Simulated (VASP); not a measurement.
Input of a VASP 6.6.1 run:

File POSCAR:

```
BaTiO3
1.0
    3.9939696187      0.0000000000      0.0000000000
    0.0000000000      3.9939696187      0.0000000000
    0.0000000000      0.0000000000      3.9941038410
Ba Ti O
1 1 3
Direct
    0.0000000000      0.0000000000      0.0000000000
    0.4783166752      0.4783166752      0.4783174039
    0.5000000000      0.5000000000      0.0000000000
    0.5000000000      0.0000000000      0.5000000000
    0.0000000000      0.5000000000      0.5000000000
```

Contents of INCAR.step1:

```
PREC     = Accurate       # precision mode
ENCUT    = 520            # plane-wave cutoff, eV
ISMEAR   = 0              # smearing method
SIGMA    = 0.05           # smearing width, eV
LREAL    = False          # projectors in reciprocal space
LASPH    = True           # aspherical terms in the spheres
NELM     = 60             # most SCF steps
NBANDS   = 28             # bands
GGA      = PE             # functional
ALGO     = Normal         # electronic algorithm
EDIFF    = 1E-4           # SCF threshold, eV
LWAVE    = True           # write WAVECAR
LCHARG   = False          # write CHGCAR
```

File INCAR.step2:

```
PREC     = Accurate       # precision mode
ENCUT    = 520            # plane-wave cutoff, eV
EDIFF    = 1E-6           # SCF threshold, eV
ISMEAR   = 0              # smearing method
SIGMA    = 0.05           # smearing width, eV
LREAL    = False          # projectors in reciprocal space
LASPH    = True           # aspherical terms in the spheres
NELM     = 60             # most SCF steps
ALGO     = Normal         # electronic algorithm
ISIF     = 2              # what is computed and relaxed
LWAVE    = False          # write WAVECAR
LCHARG   = False          # write CHGCAR
METAGGA  = R2SCAN         # meta-GGA
LMIXTAU  = True         
NBANDS   = 28             # bands
ISTART   = 1
```

The input KPOINTS:

```
regular mesh
0
Gamma
  8 8 8
```

Potentials or basis: VASP PAW PBE potentials, release 64 (Ba_sv, Ti_sv, O).

Command:

```bash
$ cat potpaw_PBE.64/Ba_sv/POTCAR potpaw_PBE.64/Ti_sv/POTCAR potpaw_PBE.64/O/POTCAR > POTCAR
$ cp INCAR.step1 INCAR
$ mpirun -np 1 vasp_std > vasp.out
$ cp INCAR.step2 INCAR
$ mpirun -np 1 vasp_std > vasp.out
```

Task: Predict the band gap on the k mesh.

Result: 2.48 eV (least direct gap 2.78 eV).

Task: Estimate the pressure.

Result: 3.3 GPa.

Task: Predict the largest force.

Result: 0.577 eV/Å.

Forces in eV/Å, atoms in the order of the input:
```
Ba  -0.333 -0.333 -0.333
Ti   0.208  0.208  0.207
O   -0.088 -0.088  0.301
O   -0.088  0.301 -0.088
O    0.301 -0.088 -0.088
```

Caveat: the cell differs from its parent crystal (atom 2 (Ti) moved -0.150 Å along Cartesian [1 1 1]); the cell stands under pressure; the PAW data sets were made with another functional, which shifts forces and pressure a little; spin-orbit coupling is left out, which moves the levels of the heavy elements. A k mesh can miss the band edges.
